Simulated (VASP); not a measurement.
# Sb2W (P-3m1) in VASP: single point with PBE

Aim: the single point of Sb2W with PBE.

Program: VASP 6.6.1. These are calculated values, not measurements. Logs are shortened: lines on timing, memory, paths and dates and some standing lists are left out, and cuts for length are marked.

### 1 The cell of the first run

The structure is trigonal, space group P-3m1 (No. 164). Conventional cell: a = 3.465 Å, b = 3.465 Å, c = 6.717 Å, α = 90.00°, β = 90.00°, γ = 120.00°. W (site symmetry -3m) has 6 Sb at 2.77 Å and 6 W at 3.46 Å within 3.6 Å. Sb (site symmetry 3m) has 3 W at 2.77 Å and 9 Sb at 3.46 to 3.52 Å within 3.6 Å.

### 2 Single point, PBE, collinear spin, zero start

The input, INCAR:

```
SYSTEM = Sb2W
PREC     = Accurate       ! precision mode
ENCUT    = 500            ! plane-wave cutoff, eV
EDIFF    = 1E-6           ! SCF threshold, eV
ISMEAR   = 0              ! smearing method
SIGMA    = 0.05           ! smearing width, eV
LREAL    = .False.        ! projectors in reciprocal space
LASPH    = .True.         ! aspherical terms in the spheres
NELM     = 200            ! most SCF steps
ALGO     = Normal         ! electronic algorithm
ISIF     = 2              ! what is computed and relaxed
LWAVE    = .False.        ! write WAVECAR
LCHARG   = .False.        ! write CHGCAR
ISPIN    = 2              ! spin polarisation
MAGMOM   = 0 0 0          ! initial moments
LORBIT   = 11             ! projections on sites
LMAXMIX  = 4              ! l up to which the mixer works
GGA      = PE             ! functional
NBANDS   = 23             ! bands
GGA_COMPAT= .False.
```

The input, KPOINTS:

```
Automatic mesh
0
Gamma
  12 12 6
  0 0 0
```

The input, POSCAR:

```
Sb2W
1.0
    3.4649380352      0.0000000000      0.0000000000
   -1.7324690176      3.0007243611      0.0000000000
    0.0000000000      0.0000000000      6.7174239015
W Sb
1 2
Direct
    0.0000000000      0.0000000000      0.0000000000
    0.3333333333      0.6666666667      0.2847523219
    0.6666666667      0.3333333333      0.7152476781
```

Potentials or basis: VASP PAW PBE potentials, release 64 (W_sv, Sb).

Started as:

```console
$ cat potpaw_PBE.64/W_sv/POTCAR potpaw_PBE.64/Sb/POTCAR > POTCAR
$ mpirun -np 1 vasp_std > vasp.out
```

OUTCAR:

```text
SYSTEM = Sb2W
   PREC = Accurate
   ENCUT = 500
   EDIFF = 1E-6
   ISMEAR = 0
   LREAL = .False.
   LASPH = .True.
   NELM = 200
   ISIF = 2
   ISPIN = 2
   LORBIT = 11
   GGA = PE

 ion  position               nearest neighbor table
   1  0.000  0.000  0.000-   2 2.77   3 2.77   3 2.77   2 2.77   3 2.77   2 2.77
   2  0.333  0.667  0.285-   1 2.77   1 2.77   1 2.77   3 3.52   3 3.52   3 3.52
   3  0.667  0.333  0.715-   1 2.77   1 2.77   1 2.77   2 3.52   2 3.52   2 3.52

  LATTYP: Found a hexagonal cell.
 ALAT       =     3.4649380352
 C/A-ratio  =     1.9386851462

  Lattice vectors:

 A1 = (   3.4649380352,   0.0000000000,   0.0000000000)
 A2 = (  -1.7324690176,   3.0007243611,   0.0000000000)
 A3 = (   0.0000000000,   0.0000000000,   6.7174239015)

Analysis of symmetry for initial positions (statically):
=====================================================================
 Subroutine PRICEL returns:
 Original cell was already a primitive cell.

 Routine SETGRP: Setting up the symmetry group for a
 hexagonal supercell.

 Subroutine GETGRP returns: Found 12 space group operations
 (whereof 12 operations were pure point group operations)
 out of a pool of 24 trial point group operations.

The static configuration has the point symmetry D_3d.

Analysis of symmetry for dynamics (positions and initial velocities):
=====================================================================
 Subroutine PRICEL returns:
 Original cell was already a primitive cell.

 Routine SETGRP: Setting up the symmetry group for a
 hexagonal supercell.

 Subroutine GETGRP returns: Found 12 space group operations
 (whereof 12 operations were pure point group operations)
 out of a pool of 24 trial point group operations.

The dynamic configuration has the point symmetry D_3d.

Analysis of structural, dynamic, and magnetic symmetry:
=====================================================================
 Subroutine PRICEL returns:
 Original cell was already a primitive cell.

 Routine SETGRP: Setting up the symmetry group for a
 hexagonal supercell.

 Subroutine GETGRP returns: Found 12 space group operations
 (whereof 12 operations were pure point group operations)
 out of a pool of 24 trial point group operations.

The overall configuration has the point symmetry D_3d.

 Subroutine INISYM returns: Found 12 space group operations
 (whereof 12 operations are pure point group operations),
 and found     1 'primitive' translations

----------------------------------------------------------------------------------------

                                     Primitive cell

  volume of cell :      69.8432

  direct lattice vectors                    reciprocal lattice vectors
     3.464938035  0.000000000  0.000000000     0.288605450  0.166626434  0.000000000
    -1.732469018  3.000724361  0.000000000     0.000000000  0.333252868  0.000000000
     0.000000000  0.000000000  6.717423902     0.000000000  0.000000000  0.148866592

  length of vectors
     3.464938035  3.464938035  6.717423902     0.333252868  0.333252868  0.148866592

  position of ions in fractional coordinates (direct lattice)
     0.000000000  0.000000000  0.000000000
     0.333333333  0.666666667  0.284752322
     0.666666667  0.333333333  0.715247678

  ion indices of the primitive-cell ions
   primitive index   ion index
                 1           1
                 2           2
                 3           3

----------------------------------------------------------------------------------------

 KPOINTS: Automatic mesh

Automatic generation of k-mesh.
 Grid dimensions read from file:
 generate k-points for:   12   12    6

 Generating k-lattice:

  Cartesian coordinates                     Fractional coordinates (reciprocal lattice)
     0.024050454  0.013885536  0.000000000     0.083333333 -0.000000000  0.000000000
     0.000000000  0.027771072  0.000000000     0.000000000  0.083333333  0.000000000
     0.000000000  0.000000000  0.024811099     0.000000000  0.000000000  0.166666667

  Length of vectors
     0.027771072  0.027771072  0.024811099

  Shift w.r.t. Gamma in fractional coordinates (k-lattice)
     0.000000000  0.000000000  0.000000000

 Subroutine IBZKPT returns following result:
 ===========================================

 Found    100 irreducible k-points:

 Following reciprocal coordinates:
            Coordinates               Weight
  0.000000  0.000000  0.000000      1.000000
  0.083333 -0.000000  0.000000      6.000000
  0.166667  0.000000  0.000000      6.000000
  0.250000 -0.000000  0.000000      6.000000
  0.333333  0.000000  0.000000      6.000000
  0.416667 -0.000000  0.000000      6.000000
[... 16 lines left out ...]
  0.166667  0.000000  0.166667      6.000000
  0.000000  0.166667  0.166667      6.000000
 [... further k-points ...]
   k-points           NKPTS =    100   k-points in BZ     NKDIM =    100   number of bands    NBANDS=     23
   number of dos      NEDOS =    301   number of ions     NIONS =      3
   total plane-waves  NPLWV =  39200
   dimension x,y,z NGX =    28 NGY =   28 NGZ =   50
   dimension x,y,z NGXF=    56 NGYF=   56 NGZF=  100
   ions per type =               1   2
   NGX,Y,Z   is equivalent  to a cutoff of  13.43, 13.43, 12.37 a.u.
   NGXF,Y,Z  is equivalent  to a cutoff of  26.87, 26.87, 24.75 a.u.
 SYSTEM =  Sb2W
   PREC   = accura    normal or accurate (medium, high low for compatibility)
   ISTART =      0    job   : 0-new  1-cont  2-samecut
   ICHARG =      2    charge: 1-file 2-atom 10-const
   ISPIN  =      2    spin polarized calculation?
   LNONCOLLINEAR =      F non collinear calculations
   LSORBIT =      F    spin-orbit coupling
   LASPH  =      T    aspherical Exc in radial PAW
   ENCUT  =  500.0 eV  36.75 Ry    6.06 a.u.   6.32  6.32 12.25*2*pi/ulx,y,z
   NELM   =    200;   NELMIN=  2; NELMDL= -5     # of ELM steps
   EDIFF  = 0.1E-05   stopping-criterion for ELM
   LREAL  =      F    real-space projection
   EDIFFG = 0.1E-04   stopping-criterion for IOM
   NSW    =      0    number of steps for IOM
   IBRION =     -1    ionic relax: 0-MD 1-quasi-New 2-CG
   NFREE  =      0    steps in history (QN), initial steepest desc. (CG)
   ISIF   =      2    stress and relaxation
   ISYM   =      2    0-nonsym 1-usesym 2-fastsym
   POTIM  = 0.5000    time-step for ionic-motion
   TEBEG  =    0.0;   TEEND  =   0.0 temperature during run
   PSTRESS=    0.0 pullay stress
   NELECT =      24.0000    total number of electrons
   NUPDOWN=      -1.0000    fix difference up-down
   EMIN   =  10.00;   EMAX   =-10.00  energy-range for DOS
   EFERMI =   0.00;   METHOD = LEGACY
   ISMEAR =     0;   SIGMA  =   0.05  broadening in eV -4-tet -1-fermi 0-gaus
   EFERMI_NEDOS =   21; number of points for ismear=-14 and -15
   IALGO  =     38    algorithm
   IMIX   =      4    mixing-type and parameters
     AMIX     =   0.40;   BMIX     =  1.00
     AMIX_MAG =   1.60;   BMIX_MAG =  1.00
  volume/ion in A,a.u.               =      23.28       157.11
  Fermi-wavevector in a.u.,A,eV,Ry     =   1.146667  2.166886 17.889540  1.314844
  Thomas-Fermi vector in A             =   2.283350
   LORBIT       =     11    0 simple, 1 ext, 2 COOP (PROOUT), +10 PAW based schemes
   GGA     = PE    functional components
   LHFCALC =     F    Hartree Fock is set to
   AEXX    =    0.0000 exact exchange contribution
   IVDW    =     0    specifies the selected vdW correction
   LEPSILON=     F    determine dielectric tensor
   LRPA    =     F    only Hartree local field effects (RPA)
 spin polarized calculation
 Gauss-broadening in eV      SIGMA  =   0.05
  energy-cutoff  :      500.00
  volume of cell :       69.84
 maximum number of plane-waves:      1789
 NGX is ok and might be reduce to    28
   NGX = 13   NGY = 13   NGZ = 25

 number of electron      24.0000001 magnetization      -0.0000005

 number of electron      24.0000001 magnetization       0.0000006

 Free energy of the ion-electron system (eV)
  ---------------------------------------------------
  ext. energy  EPLUGINS =         0.00000000
  ---------------------------------------------------
  free energy    TOTEN  =       -20.10396656 eV

  energy without entropy =      -20.10226618  energy(sigma->0) =      -20.10311637

 E-fermi :   8.8677     XC(G=0): -10.9461

 val. band max:        8.8489960813   @ k =  -0.0833   0.3333   0.1667
 cond. band min:       8.8938502695   @ k =   0.2500   0.0833   0.0000
 fundamental gap:      0.0448541882
 Fermi energy:         8.8676524713

 spin component 1

 k-point     1 :       0.0000    0.0000    0.0000
  band No.  band energies     occupation
      1     -65.1465      1.00000
      2     -29.3448      1.00000
      3     -29.3448      1.00000
      4     -29.3088      1.00000
      5      -3.4377      1.00000
      6      -1.1747      1.00000
[... 15 lines left out ...]
     22      18.9707      0.00000
     23      19.3866      0.00000

 k-point     2 :       0.0833   -0.0000    0.0000
  band No.  band energies     occupation
      1     -65.1461      1.00000
      2     -29.3532      1.00000
      3     -29.3468      1.00000
      4     -29.3072      1.00000
      5      -3.3157      1.00000
      6      -1.1024      1.00000
[... 15 lines left out ...]
     22      18.7131      0.00000
     23      19.1987      0.00000
[... 544 lines left out ...]
     22      18.9806      0.00000
     23      18.9939      0.00000

 k-point    24 :       0.0000    0.1667    0.1667
  band No.  band energies     occupation
      1     -65.1453      1.00000
      2     -29.3761      1.00000
      3     -29.3524      1.00000
      4     -29.3028      1.00000
      5      -2.8677      1.00000
      6      -1.1176      1.00000
[... 15 lines left out ...]
     22      19.2490      0.00000
     23      19.6726      0.00000

 [... further k-points ...]

 spin component 2

 k-point     1 :       0.0000    0.0000    0.0000
  band No.  band energies     occupation
      1     -65.1465      1.00000
      2     -29.3448      1.00000
      3     -29.3448      1.00000
      4     -29.3088      1.00000
      5      -3.4377      1.00000
      6      -1.1747      1.00000
[... 15 lines left out ...]
     22      18.9707      0.00000
     23      19.3866      0.00000

 k-point     2 :       0.0833   -0.0000    0.0000
  band No.  band energies     occupation
      1     -65.1461      1.00000
      2     -29.3532      1.00000
      3     -29.3468      1.00000
      4     -29.3072      1.00000
      5      -3.3157      1.00000
      6      -1.1024      1.00000
[... 15 lines left out ...]
     22      18.7131      0.00000
     23      19.1987      0.00000
[... 544 lines left out ...]
     22      18.9806      0.00000
     23      18.9939      0.00000

 k-point    24 :       0.0000    0.1667    0.1667
  band No.  band energies     occupation
      1     -65.1453      1.00000
      2     -29.3761      1.00000
      3     -29.3524      1.00000
      4     -29.3028      1.00000
      5      -2.8677      1.00000
      6      -1.1176      1.00000
[... 15 lines left out ...]
     22      19.2490      0.00000
     23      19.6726      0.00000

 [... further k-points ...]
[... 5 lines left out ...]
  --------------------------------------------------------------------------------------
  -------------------------------------------------------------------------------------
  Total        0.0017371      0.0017371     -0.0440575      0.0000000     -0.0000000      0.0000000
  in kB        0.0398489      0.0398489     -1.0106618      0.0000000     -0.0000000      0.0000000
  external PRESSURE =      -0.3103213 kB  Pullay stress =       0.0000000 kB

 VOLUME and BASIS-vectors are now :
 -----------------------------------------------------------------------------
  energy-cutoff  :      500.00
  volume of cell :       69.84
      direct lattice vectors                 reciprocal lattice vectors
     3.464938035  0.000000000  0.000000000     0.288605450  0.166626434  0.000000000
    -1.732469018  3.000724361  0.000000000     0.000000000  0.333252868  0.000000000
     0.000000000  0.000000000  6.717423902     0.000000000  0.000000000  0.148866592

 POSITION                                       TOTAL-FORCE (eV/Angst)
 -----------------------------------------------------------------------------------
      0.00000      0.00000      0.00000         0.000000      0.000000      0.000000
     -0.00000      2.00048      1.91280        -0.000000     -0.000000      0.009541
      1.73247      1.00024      4.80462         0.000000      0.000000     -0.009541
 -----------------------------------------------------------------------------------
    total drift:                               -0.000000      0.000000     -0.000000

  FREE ENERGIE OF THE ION-ELECTRON SYSTEM (eV)
  ---------------------------------------------------
  free  energy   TOTEN  =       -20.1039665599 eV

  energy  without entropy=      -20.1022661784  energy(sigma->0) =      -20.10311637

 total charge

# of ion       s       p       d       tot
------------------------------------------
    1        2.310   6.192   3.427  11.929
    2        1.183   1.206   0.059   2.448
    3        1.183   1.206   0.059   2.448
--------------------------------------------------
tot          4.675   8.605   3.546  16.825

 magnetization (x)

# of ion       s       p       d       tot
------------------------------------------
    1       -0.000  -0.000  -0.000  -0.000
    2        0.000   0.000  -0.000   0.000
    3        0.000   0.000  -0.000   0.000
--------------------------------------------------
tot         -0.000   0.000  -0.000  -0.000
```

It took 6.5 min on 1 thread of Intel Xeon 8259CL, shared host; peak memory 0.38 GiB.

Results:

```yaml
Free_energy: -20.1040 eV
Pressure: 0.0 GPa
Largest_force: 0.010 eV/Å
Band_gap_on_the_k_mesh: zero (filled and empty bands overlap)
Net_moment: 0.00 μB per cell
Valence_electrons_inside_the_program's_atomic_spheres: W 11.93; Sb 2.45
```

Forces on the atoms (eV/Å):
```
W    0.000  0.000  0.000
Sb   0.000  0.000  0.010
Sb   0.000  0.000 -0.010
```

Caveat: spin-orbit coupling is left out, which moves the levels of the heavy elements.

The gap in the log of VASP goes by the Fermi energy; the results here count the filled bands.